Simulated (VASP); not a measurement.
Wanted: the native input for a VASP 6.6.1 run.

| Property | Result |
| --- | --- |
| Task | single point |
| Functional | PBE |
| Potentials or basis | VASP PAW PBE potentials, release 64 (Pd) |
| Cutoff | 520 eV |
| k mesh | 20 × 20 × 20 |
| Occupations | gaussian, width 0.15 eV |
| Spin | no spin polarisation |
| Dipole correction | no |
| Further INCAR settings | ALGO = Fast; EDIFF = 1e-06; NBANDS = 11 |

The structure of Pd lies in POSCAR:

```
Pd
1.0
    0.0607781250      1.9449000000      1.9449000000
    2.0056781250      0.0000000000      2.0056781250
    1.9449000000      1.9449000000      0.0607781250
Pd
1
Direct
    0.0000000000      0.0000000000      0.0000000000
```

This cell differs from its parent crystal: strain +0.0625 x Voigt [0, 0, 0, 0, 1, 0].

These files were run (other wordings do the same):

INCAR

```
ALGO     = Fast           # electronic algorithm
EDIFF    = 1E-6           # SCF threshold, eV
ENCUT    = 520            # plane-wave cutoff, eV
GGA      = PE             # functional
ISIF     = 2              # what is computed and relaxed
ISMEAR   = 0              # smearing method
LASPH    = T              # aspherical terms in the spheres
LCHARG   = F              # write CHGCAR
LREAL    = F              # projectors in reciprocal space
LWAVE    = F              # write WAVECAR
NBANDS   = 11             # bands
NELM     = 100            # most SCF steps
PREC     = Accurate       # precision mode
SIGMA    = 0.15           # smearing width, eV
```

KPOINTS

```
k-points
0
Gamma
  20 20 20
```

Potentials or basis: VASP PAW PBE potentials, release 64 (Pd).

Command:

```bash
$ cat potpaw_PBE.64/Pd/POTCAR > POTCAR
$ mpirun -np 1 vasp_std > vasp.out
```

It gave:

```
Pressure               : 8.2 GPa
Band gap on the k mesh : zero (band 5 reaches 10.19 eV, above the bottom of band 6 at 8.50 eV)
```

Caveat: the cell differs from its parent crystal (strain +0.0625 x Voigt [0, 0, 0, 0, 1, 0]).

Run time: 99 s on 1 thread of AMD EPYC 9R45 96-Core Processor (Zen 5) (shared host), peak memory 0.26 GiB.
